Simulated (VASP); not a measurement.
# Ti: single point with r2SCAN

The system is Ti.

```
CELL_PARAMETERS angstrom
0.00000 1.94880 2.11120
1.94880 0.00000 2.11120
1.94880 1.94880 0.00000
ATOMIC_POSITIONS crystal
Ti 0.00000 0.00000 0.00000
```

This cell differs from its parent crystal: strain -0.040 along x and y, +0.040 along z.

| Item | Value |
| --- | --- |
| Program | VASP 6.6.1 |
| Task | single point |
| Functional | r2SCAN |
| Potentials or basis | VASP PAW PBE potentials, release 64 (Ti_sv) |
| Cutoff | 520 eV |
| k mesh | 20 × 20 × 20 |
| Occupations | gaussian, width 0.15 eV |
| Spin | no spin polarisation |
| Dipole correction | no |
| Further INCAR settings | ALGO = Normal; EDIFF = 1e-06; NBANDS = 12 |

* Pressure: 10.4 GPa
* Band gap on the k mesh: zero (bands 6 and 7 overlap by 1.53 eV)

Stress tensor (GPa, compression positive):
```
11.06  0.00  0.00
 0.00 11.06  0.00
 0.00  0.00  8.92
```

Levels at points of the mesh, in eV from the Fermi level:
| k point | band 4 | band 5 | band 6 | band 7 | band 8 | band 9 |
| --- | --- | --- | --- | --- | --- | --- |
| (0.00, 0.00, 0.00) | -33.58 | -6.62 | 0.62 | 1.34 | 1.34 | 2.59 |
| (0.50, 0.00, 0.00) | -33.65 | -2.88 | 0.61 | 0.72 | 1.36 | 4.06 |
| (0.50, 0.50, 0.00) | -33.82 | -2.93 | -1.83 | 2.16 | 4.31 | 4.47 |
| (0.50, 0.00, 0.50) | -33.85 | -2.96 | -2.03 | 3.83 | 4.19 | 4.21 |

It took 5.6 min on 1 thread of Intel(R) Xeon(R) Platinum 8259CL CPU @ 2.50GHz (Skylake/Cascade Lake), with other jobs on the host, peak memory 0.24 GiB.

Caveat: the cell differs from its parent crystal (strain -0.040 along x and y, +0.040 along z); the cell stands under pressure; the PAW data sets were made with another functional, which shifts forces and pressure a little.
